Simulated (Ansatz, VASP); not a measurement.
Two plane-wave programs on ZnS

```
Zn S
1.0
     0.00000   -2.70465   -2.70465
     0.00000    2.70465   -2.70465
     5.40930    0.00000    0.00000
Zn S
2 2
Direct
  0.42157 0.50000 0.50000
  0.07843 0.00000 0.00000
  0.95227 0.50000 0.25000
  0.54773 0.00000 0.75000
```

Change from the starting cell: mode 4 (93.6 1/cm) frozen in, largest displacement -0.300 Å.

Alike in both runs: task single point; functional r2SCAN; k mesh 6 × 6 × 4; occupations gaussian, width 0.05 eV; no spin polarisation.

|  | VASP | Ansatz |
| --- | --- | --- |
| version | VASP 6.6.1 | Ansatz 0.2.0 |
| potentials or method | VASP PAW PBE potentials, release 64 (Zn, S), cutoff 520 eV | scalar-relativistic, plane waves, PAW |
| valence electrons in the cell | 36 | 36 |

|  | VASP | Ansatz | Ansatz less VASP |
| --- | --- | --- | --- |
| gap on the k mesh at the Fermi level (eV) | 2.43 | 2.42 | -0.012 |
| least direct gap on the mesh (eV) | 2.43 | 2.42 | -0.012 |
| pressure (GPa) | -1.4 | -1.5 | -0.11 |
| traceless stress, the component that is largest in VASP (GPa) | 0.98 | 1.01 | +0.027 |
| rms of the force components (eV/Å) | 0.375 | 0.372 | -0.0030 |

VASP's potentials were made for PBE, not for r2SCAN. Atom by atom the forces differ by 0.005 eV/Å (rms over components). With one functional, cell and mesh, what is left measures potentials, basis and numerics.
